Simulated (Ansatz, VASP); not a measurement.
**Cs2HgSe2: VASP beside Ansatz**

```
Hg Cs Se
1.0
     8.25436    0.00000    0.00000
     0.00000   10.41786    0.00000
     0.00000    0.00000    4.75118
Hg Cs Se
2 4 4
Direct
  0.50000 0.50000 0.00000
  0.00000 0.00000 0.00000
  0.39222 0.83311 0.50000
  0.60778 0.16689 0.50000
  0.89222 0.66689 0.50000
  0.10778 0.33311 0.50000
  0.23025 0.59445 0.00000
  0.76975 0.40555 0.00000
  0.73025 0.90555 0.00000
  0.26975 0.09445 0.00000
```

Alike in both runs: task single point; functional PBE; k mesh 3 × 3 × 6; no spin polarisation.

|  | VASP | Ansatz |
| --- | --- | --- |
| version | VASP 6.6.1 | Ansatz 0.2.0 |
| potentials or method | VASP PAW PBE potentials, release 64 (Hg, Cs_sv, Se), cutoff 520 eV | PAW plane waves |
| occupations | fermi-dirac, width 0.1 eV | fermi-dirac |
| valence electrons in the cell | 84 | 140 |

VASP gave:

| Property | Result |
| --- | --- |
| pressure (GPa) | 1.2 |
| traceless stress, the component that is largest in VASP (GPa) | 0.54 |
| rms of the force components (eV/Å) | 0.100 |

What did Ansatz give for the same quantities?

Pressure (GPa): 1.1; traceless stress, the component that is largest in VASP (GPa): 0.37; rms of the force components (eV/Å): 0.067.

Atom by atom the forces differ by 0.033 eV/Å (rms over components). VASP's potentials hold 84 valence electrons a cell and Ansatz's 140, so a difference there can come from the potentials and not from the codes.

Neither program's run includes spin-orbit coupling.
